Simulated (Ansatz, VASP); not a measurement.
Sr in VASP and in Ansatz

File INCAR:

```
PREC = Accurate ; ENCUT = 520
EDIFF = 1E-6 ; ISMEAR = 0
SIGMA = 0.1 ; LREAL = False
LASPH = True ; NELM = 100
ALGO = Fast ; ISIF = 2
LWAVE = False ; LCHARG = False
GGA = PE ; NBANDS = 28
```

KPOINTS

```
regular mesh
0
Gamma
  8 8 8
```

File POSCAR:

```
Sr
1.0
   -4.0194029019      4.0194029019      3.5644660913
    4.0194029019     -4.0194029019      3.5644660913
    4.0194029019      4.0194029019     -3.5644660913
Sr
4
Direct
    0.1597261989      0.6654252807      0.8210187900
    0.8444064807      0.3387073989      0.1789812100
    0.6612926011      0.8402738011      0.5056990818
    0.3345747193      0.1555935193      0.4943009182
```

Input for Ansatz:

```yaml
crystal:
  lattice:
    - [-4.0194029019, 4.0194029019, 3.5644660913]
    - [4.0194029019, -4.0194029019, 3.5644660913]
    - [4.0194029019, 4.0194029019, -3.5644660913]
  atoms:
    - { symbol: Sr, position: [0.1597261989, 0.6654252807, 0.82101879] }
    - { symbol: Sr, position: [0.8444064807, 0.3387073989, 0.17898121] }
    - { symbol: Sr, position: [0.6612926011, 0.8402738011, 0.5056990818] }
    - { symbol: Sr, position: [0.3345747193, 0.1555935193, 0.4943009182] }
basis:
  ecutwfc: 420
kpoints:
  mp_grid: { grid: [8, 8, 8] }
hamiltonian:
  xc: pbe
scf:
  occupations: { method: gaussian, width: 0.1 }
output:
  forces: true
  stress: true
  eigenvalues: true
```

Alike in both runs: task single point; functional PBE; k mesh 8 × 8 × 8; occupations gaussian, width 0.1 eV; no spin polarisation.

|  | VASP | Ansatz |
| --- | --- | --- |
| version | VASP 6.6.1 | Ansatz 0.2.0 |
| potentials or method | VASP PAW PBE potentials, release 64 (Sr_sv), cutoff 520 eV | scalar-relativistic, plane waves, PAW |
| valence electrons in the cell | 40 | 40 |

```csv
,VASP,Ansatz,Ansatz less VASP
gap on the k mesh at the Fermi level (eV),none,none,-
pressure (GPa),0.6,0.5,0.00
"traceless stress, the component that is largest in VASP (GPa)",-0.71,-0.71,+0.003
rms of the force components (eV/Å),0.247,0.246,-0.0008
```

Atom by atom the forces differ by 0.001 eV/Å (rms over components). A gap of «none» marks a metal or a gap that the smearing closes. With one functional, cell and mesh, what is left measures potentials, basis and numerics.
